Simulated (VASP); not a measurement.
Here is a VASP 6.6.1 calculation.

Contents of INCAR:

```
ALGO     = Normal         # electronic algorithm
EDIFF    = 1E-8           # SCF threshold, eV
ENCUT    = 520            # plane-wave cutoff, eV
IBRION   = 8              # ionic algorithm
ISIF     = 2              # what is computed and relaxed
ISMEAR   = 0              # smearing method
LASPH    = True           # aspherical terms in the spheres
LCHARG   = False          # write CHGCAR
LREAL    = False          # projectors in reciprocal space
LWAVE    = False          # write WAVECAR
NBANDS   = 11             # bands
NELM     = 60             # most SCF steps
NSW      = 1              # ionic steps
PREC     = Accurate       # precision mode
SIGMA    = 0.01           # smearing width, eV
```

KPOINTS

```
k-points
0
Gamma
  8 8 8
```

The input POSCAR:

```
Si
1.0
    2.6246204553      2.6246204553      0.0000000000
   -2.6246204553      2.6246204553      0.0000000000
    0.0000000000      2.6246204553      2.6246204553
Si
2
Direct
    0.2500000000      0.7500000000      0.5000000000
    0.0000000000      0.0000000000      0.0000000000
```

Potentials or basis: VASP PAW LDA potentials, release 64 (Si).

Command:

```sh
$ cat potpaw_LDA.64/Si/POTCAR > POTCAR
$ mpirun -np 1 vasp_std > vasp.out
```

Q: Estimate the highest phonon frequency at Γ.

A: 559 cm⁻¹.

Phonon frequencies in cm⁻¹ (negative: imaginary):
| q point | frequencies |
| --- | --- |
| (0.000, 0.000, 0.000) | 0 0 0 559 559 559 |

Caveat: the cell wasn't relaxed at this level first, which shifts response properties.
